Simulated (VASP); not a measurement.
KTmH4, 6 atoms in the cell. It takes space group F-43m (No. 216, cubic). Conventional cell: a = 6.400 Å, b = 6.400 Å, c = 6.400 Å, α = 90.00°, β = 90.00°, γ = 90.00°. Within 3.5 Å of K (site symmetry -43m) lie 12 H at 2.67 Å and 4 Tm at 2.77 Å. Tm (site symmetry -43m) has 12 H at 2.64 Å and 4 K at 2.77 Å within 3.5 Å. Within 2.8 Å of H (site symmetry 3m) lie 6 H at 2.15 to 2.37 Å and 3 Tm at 2.64 Å and 3 K at 2.67 Å. The cell was generated, and may not be a known phase.

| Quantity | Value |
| --- | --- |
| Program | VASP 6.6.1 |
| Task | single point |
| Functional | PBE |
| Potentials or basis | VASP PAW PBE potentials, release 64 (K_sv, Tm_3, H), 4f in core |
| Cutoff | 500 eV |
| k mesh | 8 × 8 × 8 |
| Occupations | gaussian, width 0.02 eV |
| Spin | no spin polarisation |
| Dipole correction | no |
| Further INCAR settings | ALGO = Normal; EDIFF = 1e-06; NBANDS = 20 |

Potentials or basis: VASP PAW PBE potentials, release 64 (K_sv, Tm_3, H), 4f in core.

Command:

```bash
$ cat potpaw_PBE.64/K_sv/POTCAR potpaw_PBE.64/Tm_3/POTCAR potpaw_PBE.64/H/POTCAR > POTCAR
$ mpirun -np 1 vasp_std > vasp.out
```

Hardware: 1 thread of Intel(R) Xeon(R) Platinum 8559C (Emerald Rapids), on a shared host.

Task: How long does it take, and how much memory?

Result: It took 36 s on 1 thread of Intel(R) Xeon(R) Platinum 8559C (Emerald Rapids), on a shared host, peak memory 0.22 GiB. Counts: scf iterations 14, k points 29.
